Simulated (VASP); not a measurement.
# Zn3SnO3 (Cm) in VASP: single point with PBE

Aim: the single point of Zn3SnO3 with PBE.

Program: VASP 6.6.1. These are calculated values, not measurements. Logs are shortened: lines on timing, memory, paths and dates and some standing lists are left out, and cuts for length are marked.

**1. The cell of the first run**

It takes space group Cm (No. 8, monoclinic). The conventional cell has a = 6.907 Å, b = 6.285 Å, c = 5.317 Å, α = 90.00°, β = 120.34°, γ = 90.00°. Within 2.7 Å of Zn (site symmetry 1) lie 3 O at 2.06 to 2.14 Å and 2 Zn at 2.61 to 2.69 Å. Zn (site symmetry m) has 3 O at 2.07 to 2.16 Å and 2 Zn at 2.61 Å within 2.7 Å. Within 2.8 Å of Sn (site symmetry m) lie 3 O at 2.11 to 2.14 Å. Within 2.7 Å of O (site symmetry 1) lie 3 Zn at 2.06 to 2.14 Å and 1 Sn at 2.14 Å. O (site symmetry m) has 1 Sn at 2.11 Å and 3 Zn at 2.12 to 2.16 Å within 2.8 Å.

The cell was generated, and may not be a known phase.

**2. Single point, PBE**

File INCAR:

```
ALGO     = Normal         # electronic algorithm
EDIFF    = 1E-6           # SCF threshold, eV
ENCUT    = 520            # plane-wave cutoff, eV
GGA      = PE             # functional
ISIF     = 2              # what is computed and relaxed
ISMEAR   = 0              # smearing method
LASPH    = True           # aspherical terms in the spheres
LCHARG   = False          # write CHGCAR
LREAL    = False          # projectors in reciprocal space
LWAVE    = False          # write WAVECAR
NBANDS   = 43             # bands
NELM     = 80             # most SCF steps
PREC     = Accurate       # precision mode
SIGMA    = 0.01           # smearing width, eV
```

File KPOINTS:

```
k-points
0
Gamma
  8 8 8
```

File POSCAR:

```
Zn3SnO3
1.0
    3.4537131751     -3.1424405699     -0.0005261389
    3.4537131751      3.1424405699     -0.0005261389
   -2.6853738870      0.0000000000      4.5890521338
Zn Sn O
3 1 3
Direct
    0.1563975491      0.5845357218      0.1245960937
    0.3745954306      0.3745954306      0.5488400526
    0.5845357218      0.1563975491      0.1245960937
    0.8550982880      0.8550982880      0.6053827685
    0.7461310735      0.2894263538      0.8715628759
    0.0139188075      0.0139188075      0.3544326528
    0.2894263538      0.7461310735      0.8715628759
```

Potentials or basis: VASP PAW PBE potentials, release 64 (Zn, Sn_d, O).

On the command line:

```
cat potpaw_PBE.64/Zn/POTCAR potpaw_PBE.64/Sn_d/POTCAR potpaw_PBE.64/O/POTCAR > POTCAR
mpirun -np 1 vasp_std > vasp.out
```

OUTCAR:

```text
EDIFF = 1E-6
   ENCUT = 520
   GGA = PE
   ISIF = 2
   ISMEAR = 0
   LASPH = True
   LREAL = False
   NELM = 80
   PREC = Accurate

 ion  position               nearest neighbor table
   1  0.156  0.585  0.125-   7 2.06   6 2.12   5 2.14   2 2.61   3 2.69   4 3.17   4 3.25   4 3.30

   2  0.375  0.375  0.549-   5 2.07   7 2.07   6 2.16   3 2.61   1 2.61   4 3.17   4 3.17   4 3.18

   3  0.585  0.156  0.125-   5 2.06   6 2.12   7 2.14   2 2.61   1 2.69   4 3.17   4 3.25   4 3.30

   4  0.855  0.855  0.605-   6 2.11   5 2.14   7 2.14   2 3.17   2 3.17   3 3.17   1 3.17   2 3.18
                             1 3.25   3 3.25   3 3.30   1 3.30
   5  0.746  0.289  0.872-   3 2.06   2 2.07   1 2.14   4 2.14
   6  0.014  0.014  0.354-   4 2.11   3 2.12   1 2.12   2 2.16
   7  0.289  0.746  0.872-   1 2.06   2 2.07   3 2.14   4 2.14

  LATTYP: Found a base centered monoclinic cell.
 ALAT       =     6.9074264304
 B/A-ratio  =     0.9098730480
 C/A-ratio  =     0.7697531836
 COS(beta)  =    -0.5051845289

  Lattice vectors:

 A1 = (   3.4537131751,  -3.1424405699,  -0.0005261389)
 A2 = (   3.4537131751,   3.1424405699,  -0.0005261389)
 A3 = (  -2.6853738870,   0.0000000000,   4.5890521338)

Analysis of symmetry for initial positions (statically):
=====================================================================
 Subroutine PRICEL returns:
 Original cell was already a primitive cell.

 Routine SETGRP: Setting up the symmetry group for a
 base centered monoclinic supercell.

 Subroutine GETGRP returns: Found  2 space group operations
 (whereof  2 operations were pure point group operations)
 out of a pool of  4 trial point group operations.

The static configuration has the point symmetry C_1h.

Analysis of symmetry for dynamics (positions and initial velocities):
=====================================================================
 Subroutine PRICEL returns:
 Original cell was already a primitive cell.

 Routine SETGRP: Setting up the symmetry group for a
 base centered monoclinic supercell.

 Subroutine GETGRP returns: Found  2 space group operations
 (whereof  2 operations were pure point group operations)
 out of a pool of  4 trial point group operations.

The dynamic configuration has the point symmetry C_1h.

 Subroutine INISYM returns: Found  2 space group operations
 (whereof  2 operations are pure point group operations),
 and found     1 'primitive' translations

----------------------------------------------------------------------------------------

                                     Primitive cell

  volume of cell :      99.6019

  direct lattice vectors                    reciprocal lattice vectors
     3.453713175 -3.142440570 -0.000526139     0.144784628 -0.159111999  0.084723565
     3.453713175  3.142440570 -0.000526139     0.144784628  0.159111999  0.084723565
    -2.685373887  0.000000000  4.589052134     0.000033199  0.000000000  0.217929351

  length of vectors
     4.669375516  4.669375516  5.317013485     0.231208346  0.231208346  0.217929353

  position of ions in fractional coordinates (direct lattice)
     0.156397549  0.584535722  0.124596094
     0.374595431  0.374595431  0.548840053
     0.584535722  0.156397549  0.124596094
     0.855098288  0.855098288  0.605382769
     0.746131074  0.289426354  0.871562876
     0.013918807  0.013918807  0.354432653
     0.289426354  0.746131074  0.871562876

  ion indices of the primitive-cell ions
   primitive index   ion index
                 1           1
                 2           2
                 3           3
                 4           4
                 5           5
                 6           6
                 7           7

----------------------------------------------------------------------------------------

 KPOINTS: k-points

Automatic generation of k-mesh.
 Grid dimensions read from file:
 generate k-points for:    8    8    8

 Generating k-lattice:

  Cartesian coordinates                     Fractional coordinates (reciprocal lattice)
     0.018098078 -0.019889000  0.010590446     0.125000000 -0.000000000  0.000000000
     0.018098078  0.019889000  0.010590446    -0.000000000  0.125000000  0.000000000
     0.000004150  0.000000000  0.027241169    -0.000000000 -0.000000000  0.125000000

  Length of vectors
     0.028901043  0.028901043  0.027241169

  Shift w.r.t. Gamma in fractional coordinates (k-lattice)
     0.000000000  0.000000000  0.000000000

 Subroutine IBZKPT returns following result:
 ===========================================

 Found    150 irreducible k-points:

 Following reciprocal coordinates:
            Coordinates               Weight
  0.000000  0.000000  0.000000      1.000000
  0.125000  0.000000  0.000000      4.000000
  0.250000  0.000000  0.000000      4.000000
  0.375000  0.000000  0.000000      4.000000
  0.500000  0.000000  0.000000      2.000000
  0.125000  0.125000  0.000000      2.000000
[... 16 lines left out ...]
  0.125000 -0.000000  0.125000      4.000000
  0.250000  0.000000  0.125000      4.000000
 [... further k-points ...]
   k-points           NKPTS =    150   k-points in BZ     NKDIM =    150   number of bands    NBANDS=     43
   number of dos      NEDOS =    301   number of ions     NIONS =      7
   total plane-waves  NPLWV =  51840
   dimension x,y,z NGX =    36 NGY =   36 NGZ =   40
   dimension x,y,z NGXF=    72 NGYF=   72 NGZF=   80
   ions per type =               3   1   3
   NGX,Y,Z   is equivalent  to a cutoff of  12.82, 12.82, 12.51 a.u.
   NGXF,Y,Z  is equivalent  to a cutoff of  25.63, 25.63, 25.01 a.u.
 SYSTEM =  unknown system
   PREC   = accura    normal or accurate (medium, high low for compatibility)
   ISTART =      0    job   : 0-new  1-cont  2-samecut
   ICHARG =      2    charge: 1-file 2-atom 10-const
   ISPIN  =      1    spin polarized calculation?
   LNONCOLLINEAR =      F non collinear calculations
   LSORBIT =      F    spin-orbit coupling
   LASPH  =      T    aspherical Exc in radial PAW
   ENCUT  =  520.0 eV  38.22 Ry    6.18 a.u.   8.68  8.68  9.89*2*pi/ulx,y,z
   NELM   =     80;   NELMIN=  2; NELMDL= -5     # of ELM steps
   EDIFF  = 0.1E-05   stopping-criterion for ELM
   LREAL  =      F    real-space projection
   EDIFFG = 0.1E-04   stopping-criterion for IOM
   NSW    =      0    number of steps for IOM
   IBRION =     -1    ionic relax: 0-MD 1-quasi-New 2-CG
   NFREE  =      0    steps in history (QN), initial steepest desc. (CG)
   ISIF   =      2    stress and relaxation
   ISYM   =      2    0-nonsym 1-usesym 2-fastsym
   POTIM  = 0.5000    time-step for ionic-motion
   TEBEG  =    0.0;   TEEND  =   0.0 temperature during run
   PSTRESS=    0.0 pullay stress
   NELECT =      68.0000    total number of electrons
   NUPDOWN=      -1.0000    fix difference up-down
   EMIN   =  10.00;   EMAX   =-10.00  energy-range for DOS
   EFERMI =   0.00;   METHOD = LEGACY
   ISMEAR =     0;   SIGMA  =   0.01  broadening in eV -4-tet -1-fermi 0-gaus
   EFERMI_NEDOS =   21; number of points for ismear=-14 and -15
   IALGO  =     38    algorithm
   IMIX   =      4    mixing-type and parameters
     AMIX     =   0.40;   BMIX     =  1.00
     AMIX_MAG =   1.60;   BMIX_MAG =  1.00
  volume/ion in A,a.u.               =      14.23        96.02
  Fermi-wavevector in a.u.,A,eV,Ry     =   1.441524  2.724086 28.272797  2.077992
  Thomas-Fermi vector in A             =   2.560147
   LORBIT       =      0    0 simple, 1 ext, 2 COOP (PROOUT), +10 PAW based schemes
   GGA     = PE    functional components
   LHFCALC =     F    Hartree Fock is set to
   AEXX    =    0.0000 exact exchange contribution
   IVDW    =     0    specifies the selected vdW correction
   LEPSILON=     F    determine dielectric tensor
   LRPA    =     F    only Hartree local field effects (RPA)
 non-spin polarized calculation
 Gauss-broadening in eV      SIGMA  =   0.01
  energy-cutoff  :      520.00
  volume of cell :       99.60
 maximum number of plane-waves:      2719
   NGX = 17   NGY = 17   NGZ = 19

 number of electron      67.9999973 magnetization

 Free energy of the ion-electron system (eV)
  ---------------------------------------------------
  ext. energy  EPLUGINS =         0.00000000
  ---------------------------------------------------
  free energy    TOTEN  =       -28.96601975 eV

  energy without entropy =      -28.96601975  energy(sigma->0) =      -28.96601975

 E-fermi :   4.4615     XC(G=0): -10.7715

 val. band max:        4.3888852191   @ k =  -0.2500   0.2500   0.0000
 cond. band min:       4.6181219744   @ k =  -0.3750   0.2500   0.1250
 fundamental gap:      0.2292367554
 Fermi energy:         4.4615008294

 k-point     1 :       0.0000    0.0000    0.0000
  band No.  band energies     occupation
      1     -17.4574      2.00000
      2     -17.4477      2.00000
      3     -17.2244      2.00000
      4     -17.1973      2.00000
      5     -17.1881      2.00000
      6     -15.1072      2.00000
[... 35 lines left out ...]
     42      11.3889      0.00000
     43      12.2346      0.00000

 k-point     2 :       0.1250    0.0000    0.0000
  band No.  band energies     occupation
      1     -17.4585      2.00000
      2     -17.4488      2.00000
      3     -17.2241      2.00000
      4     -17.1971      2.00000
      5     -17.1875      2.00000
      6     -15.0738      2.00000
[... 35 lines left out ...]
     42      11.3038      0.00000
     43      12.1062      0.00000

 k-point     3 :       0.2500    0.0000    0.0000
  band No.  band energies     occupation
      1     -17.4616      2.00000
      2     -17.4510      2.00000
      3     -17.2234      2.00000
      4     -17.1966      2.00000
      5     -17.1859      2.00000
      6     -14.9822      2.00000
[... 35 lines left out ...]
     42      11.3406      0.00000
     43      11.8831      0.00000

 k-point     4 :       0.3750    0.0000    0.0000
  band No.  band energies     occupation
      1     -17.4649      2.00000
      2     -17.4529      2.00000
      3     -17.2228      2.00000
      4     -17.1961      2.00000
      5     -17.1842      2.00000
      6     -14.8617      2.00000
[... 863 lines left out ...]
     42      11.3608      0.00000
     43      12.3071      0.00000

 k-point    23 :       0.1250   -0.0000    0.1250
  band No.  band energies     occupation
      1     -17.4597      2.00000
      2     -17.4467      2.00000
      3     -17.2243      2.00000
      4     -17.1963      2.00000
      5     -17.1876      2.00000
      6     -15.0288      2.00000
[... 35 lines left out ...]
     42      11.5639      0.00000
     43      12.1391      0.00000

 k-point    24 :       0.2500    0.0000    0.1250
  band No.  band energies     occupation
      1     -17.4628      2.00000
      2     -17.4489      2.00000
      3     -17.2237      2.00000
      4     -17.1959      2.00000
      5     -17.1860      2.00000
      6     -14.9289      2.00000
[... 35 lines left out ...]
     42      11.5339      0.00000
     43      11.8368      0.00000

 [... further k-points ...]

------------------------ aborting loop because EDIFF is reached ----------------------------------------

  FORCE on cell =-STRESS in cart. coord.  units (eV):
  Direction    XX          YY          ZZ          XY          YZ          ZX
  --------------------------------------------------------------------------------------
  -------------------------------------------------------------------------------------
  Total        0.2563182      0.2520012      0.2657244      0.0000000      0.0000000     -0.0596774
  in kB        4.1230867      4.0536431      4.2743921      0.0000000      0.0000000     -0.9599588
  external PRESSURE =       4.1503740 kB  Pullay stress =       0.0000000 kB

 VOLUME and BASIS-vectors are now :
 -----------------------------------------------------------------------------
  energy-cutoff  :      520.00
  volume of cell :       99.60
      direct lattice vectors                 reciprocal lattice vectors
     3.453713175 -3.142440570 -0.000526139     0.144784628 -0.159111999  0.084723565
     3.453713175  3.142440570 -0.000526139     0.144784628  0.159111999  0.084723565
    -2.685373887  0.000000000  4.589052134     0.000033199  0.000000000  0.217929351

 POSITION                                       TOTAL-FORCE (eV/Angst)
 -----------------------------------------------------------------------------------
      2.22438      1.34540      0.57139        -0.020774     -0.027434      0.022307
      1.11365      0.00000      2.51826         0.017119      0.000000     -0.043947
      2.22438     -1.34540      0.57139        -0.020774      0.027434      0.022307
      4.28085      0.00000      2.77723        -0.061582      0.000000     -0.020374
      1.23605     -1.43517      3.99910         0.029843     -0.000513      0.010922
     -0.85564      0.00000      1.62650         0.026323      0.000000     -0.002136
      1.23605      1.43517      3.99910         0.029843      0.000513      0.010922
 -----------------------------------------------------------------------------------
    total drift:                                0.000182     -0.000000      0.001694

  FREE ENERGIE OF THE ION-ELECTRON SYSTEM (eV)
  ---------------------------------------------------
  free  energy   TOTEN  =       -28.9660197522 eV

  energy  without entropy=      -28.9660197522  energy(sigma->0) =      -28.96601975
```

Wall time 11 min (1 thread of Intel Xeon Platinum 8259CL at 2.50GHz (Skylake/Cascade Lake), shared host); peak memory 0.62 GiB.

Results:

| Item | Value |
| --- | --- |
| Free energy | -28.9660 eV |
| Pressure | 0.4 GPa |
| Largest force | 0.065 eV/Å |
| Band gap on the k mesh | 0.23 eV |

Forces on the atoms (eV/Å):
```
Zn  -0.021 -0.027  0.022
Zn   0.017  0.000 -0.044
Zn  -0.021  0.027  0.022
Sn  -0.062  0.000 -0.020
O    0.030 -0.001  0.011
O    0.026  0.000 -0.002
O    0.030  0.001  0.011
```

Levels at points of the mesh, in eV from the valence-band top:
```tsv
k point	band 31	band 32	band 33	band 34	band 35	band 36	band 37	band 38
(0.00, 0.00, 0.00)	-3.67	-3.39	-3.23	-0.15	1.24	2.93	3.07	3.67
(0.50, 0.00, 0.00)	-3.68	-3.13	-2.21	-1.51	1.54	2.66	3.36	3.95
(0.50, 0.50, 0.00)	-3.20	-3.00	-3.00	-0.27	0.91	1.95	2.97	3.29
(0.00, 0.00, 0.50)	-3.50	-3.06	-2.32	-1.42	1.19	1.65	2.23	3.91
(0.50, 0.00, 0.50)	-3.46	-3.16	-2.00	-0.93	0.38	2.80	3.23	3.68
(0.50, 0.50, 0.50)	-3.18	-2.94	-2.73	-0.75	2.24	2.55	2.79	2.79
```

Caveat: semilocal functionals underestimate gaps, and a narrow one can read as zero; spin-orbit coupling is left out, which moves the levels of the heavy elements. A k mesh can miss the band edges.
